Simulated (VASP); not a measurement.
# AlGa3N4 (P-42m) in VASP: single point with PBEsol

Aim: the single point of AlGa3N4 with PBEsol.

Everything below comes from runs of VASP 6.6.1. Logs are shortened: lines on timing, memory, paths and dates and some standing lists are left out, and cuts for length are marked.

## (1) The cell of the first run

Symmetry: P-42m, No. 111, tetragonal system. Conventional cell: a = 4.334 Å, b = 4.334 Å, c = 4.607 Å, α = 90.00°, β = 90.00°, γ = 90.00°. Within 2.5 Å of Al (site symmetry -42m) lie 4 N at 1.88 Å. Ga (site symmetry -42m) has 4 N at 1.93 Å within 2.6 Å. Ga (site symmetry 222) has 4 N at 1.93 Å within 2.6 Å. Within 2.5 Å of N (site symmetry m) lie 1 Al at 1.88 Å and 3 Ga at 1.93 Å.

## (2) Single point, PBEsol (biaxial strain in the a-b plane: -3.0 %, then relaxed in part)

Contents of INCAR:

```
PREC = Accurate ; ENCUT = 520
EDIFF = 1E-6 ; ISMEAR = 0
SIGMA = 0.02 ; LREAL = F
LASPH = T ; NELM = 100
ALGO = Normal ; ISIF = 2
LWAVE = F ; LCHARG = F
GGA = PS ; NBANDS = 41
```

Contents of KPOINTS:

```
Automatic mesh
0
Gamma
  6 6 6
```

Contents of POSCAR:

```
AlGa3N4
1.0
    4.3335990829      0.0000000000      0.0000000000
    0.0000000000      4.3335990829      0.0000000000
    0.0000000000      0.0000000000      4.6073244003
Al Ga N
1 3 4
Direct
    0.0000000000      0.0000000000      0.0000000000
    0.5000000000      0.5000000000      0.0000000000
    0.5000000000      0.0000000000      0.5000000000
    0.0000000000      0.5000000000      0.5000000000
    0.7553124044      0.7553124044      0.2453721846
    0.7553124044      0.2446875956      0.7546278154
    0.2446875956      0.7553124044      0.7546278154
    0.2446875956      0.2446875956      0.2453721846
```

Potentials or basis: VASP PAW PBE potentials, release 64 (Al, Ga_d, N).

Started as:

```console
$ cat potpaw_PBE.64/Al/POTCAR potpaw_PBE.64/Ga_d/POTCAR potpaw_PBE.64/N/POTCAR > POTCAR
$ mpirun -np 1 vasp_std > vasp.out
```

OUTCAR:

```text
PREC = Accurate
   ENCUT = 520
   EDIFF = 1E-6
   ISMEAR = 0
   LREAL = F
   LASPH = T
   NELM = 100
   ISIF = 2
   GGA = PS

 ion  position               nearest neighbor table
   1  0.000  0.000  0.000-   5 1.88   6 1.88   7 1.88   8 1.88   2 3.06   2 3.06   2 3.06   2 3.06

   2  0.500  0.500  0.000-   5 1.93   6 1.93   7 1.93   8 1.93   1 3.06   1 3.06   1 3.06   1 3.06

   3  0.500  0.000  0.500-   5 1.93   6 1.93   7 1.93   8 1.93
   4  0.000  0.500  0.500-   5 1.93   6 1.93   7 1.93   8 1.93
   5  0.755  0.755  0.245-   1 1.88   3 1.93   4 1.93   2 1.93
   6  0.755  0.245  0.755-   1 1.88   3 1.93   4 1.93   2 1.93
   7  0.245  0.755  0.755-   1 1.88   3 1.93   4 1.93   2 1.93
   8  0.245  0.245  0.245-   1 1.88   3 1.93   4 1.93   2 1.93

  LATTYP: Found a simple tetragonal cell.
 ALAT       =     4.3335990829
 C/A-ratio  =     1.0631635073

  Lattice vectors:

 A1 = (   4.3335990829,   0.0000000000,   0.0000000000)
 A2 = (   0.0000000000,   4.3335990829,   0.0000000000)
 A3 = (   0.0000000000,   0.0000000000,   4.6073244003)

Analysis of symmetry for initial positions (statically):
=====================================================================
 Subroutine PRICEL returns:
 Original cell was already a primitive cell.

 Routine SETGRP: Setting up the symmetry group for a
 simple tetragonal supercell.

 Subroutine GETGRP returns: Found  8 space group operations
 (whereof  8 operations were pure point group operations)
 out of a pool of 16 trial point group operations.

The static configuration has the point symmetry D_2d.

Analysis of symmetry for dynamics (positions and initial velocities):
=====================================================================
 Subroutine PRICEL returns:
 Original cell was already a primitive cell.

 Routine SETGRP: Setting up the symmetry group for a
 simple tetragonal supercell.

 Subroutine GETGRP returns: Found  8 space group operations
 (whereof  8 operations were pure point group operations)
 out of a pool of 16 trial point group operations.

The dynamic configuration has the point symmetry D_2d.

 Subroutine INISYM returns: Found  8 space group operations
 (whereof  8 operations are pure point group operations),
 and found     1 'primitive' translations

----------------------------------------------------------------------------------------

                                     Primitive cell

  volume of cell :      86.5259

  direct lattice vectors                    reciprocal lattice vectors
     4.333599083  0.000000000  0.000000000     0.230755079  0.000000000  0.000000000
     0.000000000  4.333599083  0.000000000     0.000000000  0.230755079  0.000000000
     0.000000000  0.000000000  4.607324400     0.000000000  0.000000000  0.217045711

  length of vectors
     4.333599083  4.333599083  4.607324400     0.230755079  0.230755079  0.217045711

  position of ions in fractional coordinates (direct lattice)
     0.000000000  0.000000000  0.000000000
     0.500000000  0.500000000  0.000000000
     0.500000000  0.000000000  0.500000000
     0.000000000  0.500000000  0.500000000
     0.755312404  0.755312404  0.245372185
     0.755312404  0.244687596  0.754627815
     0.244687596  0.755312404  0.754627815
     0.244687596  0.244687596  0.245372185

  ion indices of the primitive-cell ions
   primitive index   ion index
                 1           1
                 2           2
                 3           3
                 4           4
                 5           5
                 6           6
                 7           7
                 8           8

----------------------------------------------------------------------------------------

 KPOINTS: Automatic mesh

Automatic generation of k-mesh.
 Grid dimensions read from file:
 generate k-points for:    6    6    6

 Generating k-lattice:

  Cartesian coordinates                     Fractional coordinates (reciprocal lattice)
     0.038459180  0.000000000  0.000000000     0.166666667  0.000000000  0.000000000
     0.000000000  0.038459180  0.000000000     0.000000000  0.166666667  0.000000000
     0.000000000  0.000000000  0.036174285     0.000000000  0.000000000  0.166666667

  Length of vectors
     0.038459180  0.038459180  0.036174285

  Shift w.r.t. Gamma in fractional coordinates (k-lattice)
     0.000000000  0.000000000  0.000000000

 Subroutine IBZKPT returns following result:
 ===========================================

 Found     40 irreducible k-points:

 Following reciprocal coordinates:
            Coordinates               Weight
  0.000000  0.000000  0.000000      1.000000
  0.166667  0.000000  0.000000      4.000000
  0.333333  0.000000  0.000000      4.000000
  0.500000  0.000000  0.000000      2.000000
  0.166667  0.166667  0.000000      4.000000
  0.333333  0.166667  0.000000      8.000000
[... 16 lines left out ...]
  0.333333  0.000000  0.333333      8.000000
  0.500000  0.000000  0.333333      4.000000
 [... further k-points ...]
   k-points           NKPTS =     40   k-points in BZ     NKDIM =     40   number of bands    NBANDS=     41
   number of dos      NEDOS =    301   number of ions     NIONS =      8
   total plane-waves  NPLWV =  36864
   dimension x,y,z NGX =    32 NGY =   32 NGZ =   36
   dimension x,y,z NGXF=    64 NGYF=   64 NGZF=   72
   ions per type =               1   3   4
   NGX,Y,Z   is equivalent  to a cutoff of  12.28, 12.28, 12.99 a.u.
   NGXF,Y,Z  is equivalent  to a cutoff of  24.55, 24.55, 25.98 a.u.
 SYSTEM =  unknown system
   PREC   = accura    normal or accurate (medium, high low for compatibility)
   ISTART =      0    job   : 0-new  1-cont  2-samecut
   ICHARG =      2    charge: 1-file 2-atom 10-const
   ISPIN  =      1    spin polarized calculation?
   LNONCOLLINEAR =      F non collinear calculations
   LSORBIT =      F    spin-orbit coupling
   LASPH  =      T    aspherical Exc in radial PAW
   ENCUT  =  520.0 eV  38.22 Ry    6.18 a.u.   8.06  8.06  8.57*2*pi/ulx,y,z
   NELM   =    100;   NELMIN=  2; NELMDL= -5     # of ELM steps
   EDIFF  = 0.1E-05   stopping-criterion for ELM
   LREAL  =      F    real-space projection
   EDIFFG = 0.1E-04   stopping-criterion for IOM
   NSW    =      0    number of steps for IOM
   IBRION =     -1    ionic relax: 0-MD 1-quasi-New 2-CG
   NFREE  =      0    steps in history (QN), initial steepest desc. (CG)
   ISIF   =      2    stress and relaxation
   ISYM   =      2    0-nonsym 1-usesym 2-fastsym
   POTIM  = 0.5000    time-step for ionic-motion
   TEBEG  =    0.0;   TEEND  =   0.0 temperature during run
   PSTRESS=    0.0 pullay stress
   NELECT =      62.0000    total number of electrons
   NUPDOWN=      -1.0000    fix difference up-down
   EMIN   =  10.00;   EMAX   =-10.00  energy-range for DOS
   EFERMI =   0.00;   METHOD = LEGACY
   ISMEAR =     0;   SIGMA  =   0.02  broadening in eV -4-tet -1-fermi 0-gaus
   EFERMI_NEDOS =   21; number of points for ismear=-14 and -15
   IALGO  =     38    algorithm
   IMIX   =      4    mixing-type and parameters
     AMIX     =   0.40;   BMIX     =  1.00
     AMIX_MAG =   1.60;   BMIX_MAG =  1.00
  volume/ion in A,a.u.               =      10.82        72.99
  Fermi-wavevector in a.u.,A,eV,Ry     =   1.464952  2.768357 29.199239  2.146084
  Thomas-Fermi vector in A             =   2.580867
   LORBIT       =      0    0 simple, 1 ext, 2 COOP (PROOUT), +10 PAW based schemes
   GGA     = PS    functional components
   LHFCALC =     F    Hartree Fock is set to
   AEXX    =    0.0000 exact exchange contribution
   IVDW    =     0    specifies the selected vdW correction
   LEPSILON=     F    determine dielectric tensor
   LRPA    =     F    only Hartree local field effects (RPA)
 non-spin polarized calculation
 Gauss-broadening in eV      SIGMA  =   0.02
  energy-cutoff  :      520.00
  volume of cell :       86.53
 maximum number of plane-waves:      2384
   NGX = 17   NGY = 17   NGZ = 17

 number of electron      62.0000067 magnetization

 Free energy of the ion-electron system (eV)
  ---------------------------------------------------
  ext. energy  EPLUGINS =         0.00000000
  ---------------------------------------------------
  free energy    TOTEN  =       -54.82734996 eV

  energy without entropy =      -54.82734996  energy(sigma->0) =      -54.82734996

 E-fermi :   5.8261     XC(G=0): -11.9025

 val. band max:        5.7395571054   @ k =   0.0000   0.0000   0.0000
 cond. band min:       8.1441771414   @ k =   0.0000   0.0000   0.0000
 fundamental gap:      2.4046200361
 Fermi energy:         5.8261056309

 k-point     1 :       0.0000    0.0000    0.0000
  band No.  band energies     occupation
      1     -10.2845      2.00000
      2      -8.8781      2.00000
      3      -8.8446      2.00000
      4      -8.8446      2.00000
      5      -7.5061      2.00000
      6      -7.5034      2.00000
[... 33 lines left out ...]
     40      16.5922      0.00000
     41      16.9199      0.00000

 k-point     2 :       0.1667    0.0000    0.0000
  band No.  band energies     occupation
      1     -10.1606      2.00000
      2      -8.8875      2.00000
      3      -8.8807      2.00000
      4      -8.8480      2.00000
      5      -7.4987      2.00000
      6      -7.4933      2.00000
[... 33 lines left out ...]
     40      16.6033      0.00000
     41      17.2433      0.00000

 k-point     3 :       0.3333    0.0000    0.0000
  band No.  band energies     occupation
      1      -9.8255      2.00000
      2      -9.0487      2.00000
      3      -8.8858      2.00000
      4      -8.8547      2.00000
      5      -7.4783      2.00000
      6      -7.4577      2.00000
[... 875 lines left out ...]
      2      -9.0467      2.00000
      3      -8.9889      2.00000
      4      -8.8938      2.00000
      5      -7.4633      2.00000
      6      -7.4608      2.00000
[... 33 lines left out ...]
     40      15.3488      0.00000
     41      15.8852      0.00000

 k-point    24 :       0.5000    0.0000    0.3333
  band No.  band energies     occupation
      1      -9.3019      2.00000
      2      -9.1588      2.00000
      3      -8.9957      2.00000
      4      -8.9271      2.00000
      5      -7.4706      2.00000
      6      -7.4459      2.00000
[... 33 lines left out ...]
     40      15.4450      0.00000
     41      15.4923      0.00000

 [... further k-points ...]

------------------------ aborting loop because EDIFF is reached ----------------------------------------

  FORCE on cell =-STRESS in cart. coord.  units (eV):
  Direction    XX          YY          ZZ          XY          YZ          ZX
  --------------------------------------------------------------------------------------
  -------------------------------------------------------------------------------------
  Total        4.6488204      4.6488204     -0.1156446      0.0000000     -0.0000000      0.0000000
  in kB       86.0809600     86.0809600     -2.1413595      0.0000000     -0.0000000      0.0000000
  external PRESSURE =      56.6735202 kB  Pullay stress =       0.0000000 kB

 VOLUME and BASIS-vectors are now :
 -----------------------------------------------------------------------------
  energy-cutoff  :      520.00
  volume of cell :       86.53
      direct lattice vectors                 reciprocal lattice vectors
     4.333599083  0.000000000  0.000000000     0.230755079  0.000000000  0.000000000
     0.000000000  4.333599083  0.000000000     0.000000000  0.230755079  0.000000000
     0.000000000  0.000000000  4.607324400     0.000000000  0.000000000  0.217045711

 POSITION                                       TOTAL-FORCE (eV/Angst)
 -----------------------------------------------------------------------------------
      0.00000      0.00000      0.00000         0.000000      0.000000      0.000000
      2.16680      2.16680      0.00000         0.000000      0.000000      0.000000
      2.16680      0.00000      2.30366         0.000000      0.000000     -0.000000
      0.00000      2.16680      2.30366         0.000000      0.000000      0.000000
      3.27322      3.27322      1.13051        -0.007559     -0.007559      0.007870
      3.27322      1.06038      3.47682        -0.007559      0.007559     -0.007870
      1.06038      3.27322      3.47682         0.007559     -0.007559     -0.007870
      1.06038      1.06038      1.13051         0.007559      0.007559      0.007870
 -----------------------------------------------------------------------------------
    total drift:                                0.000000      0.000000     -0.000000

  FREE ENERGIE OF THE ION-ELECTRON SYSTEM (eV)
  ---------------------------------------------------
  free  energy   TOTEN  =       -54.8273499635 eV

  energy  without entropy=      -54.8273499635  energy(sigma->0) =      -54.82734996
```

It took 85 s on 1 thread of Intel Xeon 6975P-C (Granite Rapids), shared host; peak memory 0.26 GiB.

What came out:

```yaml
Free_energy: -54.8273 eV
Pressure: 5.7 GPa
Largest_force: 0.013 eV/Å
Band_gap_on_the_k_mesh: 2.40 eV
```

Forces in eV/Å, atoms in the order of the input:
```
Al   0.000  0.000  0.000
Ga   0.000  0.000  0.000
Ga   0.000  0.000  0.000
Ga   0.000  0.000  0.000
N   -0.008 -0.008  0.008
N   -0.008  0.008 -0.008
N    0.008 -0.008 -0.008
N    0.008  0.008  0.008
```

Caveat: the cell differs from its parent crystal (biaxial strain in the a-b plane: -3.0 %, then relaxed in part); the stress differs along the axes, from -0 to 9 GPa; the PAW data sets were made with another functional, which shifts forces and pressure a little.
